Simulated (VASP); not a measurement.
Wanted: the native input for a VASP 6.6.1 run.

- Task: single point
- Functional: LDA
- Potentials or basis: VASP PAW LDA potentials, release 64 (Hf_pv, O)
- Cutoff: 520 eV
- k mesh: 6 × 6 × 8
- Occupations: gaussian, width 0.02 eV
- Spin: no spin polarisation
- Dipole correction: no
- Further INCAR settings: ALGO = Normal; EDIFF = 1e-06; NBANDS = 31

The structure of HfO2 lies in POSCAR:

```
HfO2
1.0
    4.8846771299      0.0000000000      0.0000000000
    0.0000000000      4.8846771299      0.0000000000
    0.0000000000      0.0000000000      3.1475888149
Hf O
2 4
Direct
    0.0000000000      0.0000000000      0.0000000000
    0.5000000000      0.5000000000      0.5000000000
    0.1951075731      0.8048924269      0.5000000000
    0.3048924269      0.3048924269      0.0000000000
    0.6951075731      0.6951075731      0.0000000000
    0.8048924269      0.1951075731      0.5000000000
```

This cell differs from its parent crystal: biaxial strain in the a-b plane: +2.0 %.

These files were run (other wordings do the same):

INCAR

```
PREC = Accurate
ENCUT = 520
EDIFF = 1E-6
ISMEAR = 0
SIGMA = 0.02
LREAL = F
LASPH = T
NELM = 100
ALGO = Normal
ISIF = 2
LWAVE = F
LCHARG = T
GGA = CA
LELF = T
LVHAR = T
NBANDS = 31
```

KPOINTS

```
Automatic mesh
0
Gamma
  6 6 8
```

Potentials or basis: VASP PAW LDA potentials, release 64 (Hf_pv, O).

Run with:

```sh
$ cat potpaw_LDA.64/Hf_pv/POTCAR potpaw_LDA.64/O/POTCAR > POTCAR
$ mpirun -np 1 vasp_std > vasp.out
```

It gave:

| Property | Result |
| --- | --- |
| Pressure | -6.9 GPa |
| Largest force | 0.026 eV/Å |
| Band gap on the k mesh | 3.72 eV |

Caveat: the cell differs from its parent crystal (biaxial strain in the a-b plane: +2.0 %); the cell stands under tension; spin-orbit coupling is left out, which moves the levels of the heavy elements.

It took 28 s on 1 thread of Intel(R) Xeon(R) 6975P-C (Granite Rapids), on a shared host, peak memory 0.22 GiB.
